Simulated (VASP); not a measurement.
Input of a VASP 6.6.1 run:

INCAR

```
PREC = Accurate
ENCUT = 520
EDIFF = 1E-7
ISMEAR = 0
SIGMA = 0.1
LREAL = False
LASPH = True
NELM = 60
ALGO = Normal
ISIF = 2
LWAVE = False
LCHARG = True
GGA = PE
LELF = True
LVHAR = True
NBANDS = 16
```

File KPOINTS:

```
regular mesh
0
Gamma
  6 6 4
```

File POSCAR:

```
InP
1.0
    1.8822485500     -2.4303857200      0.0000000000
    1.8822485500      2.4303857200      0.0000000000
    0.0000000000      0.0000000000      4.9449330200
In P
1 1
Direct
    0.5000000000      0.5000000000      0.5000000000
    0.0000000000      0.0000000000      0.0000000000
```

Potentials or basis: VASP PAW PBE potentials, release 64 (In_d, P).

Launch:

```console
$ cat potpaw_PBE.64/In_d/POTCAR potpaw_PBE.64/P/POTCAR > POTCAR
$ mpirun -np 1 vasp_std > vasp.out
```

Problem. Estimate the pressure.

Solution. -2.8 GPa.

Problem. What does it give for the band gap on the k mesh?

Solution. Zero (band 9 reaches 8.78 eV, above the bottom of band 10 at 5.45 eV).

Stress tensor (GPa, compression positive):
```
-3.23  0.00  0.00
 0.00 -1.50  0.00
 0.00  0.00 -3.69
```

Caveat: spin-orbit coupling is left out, which moves the levels of the heavy elements.
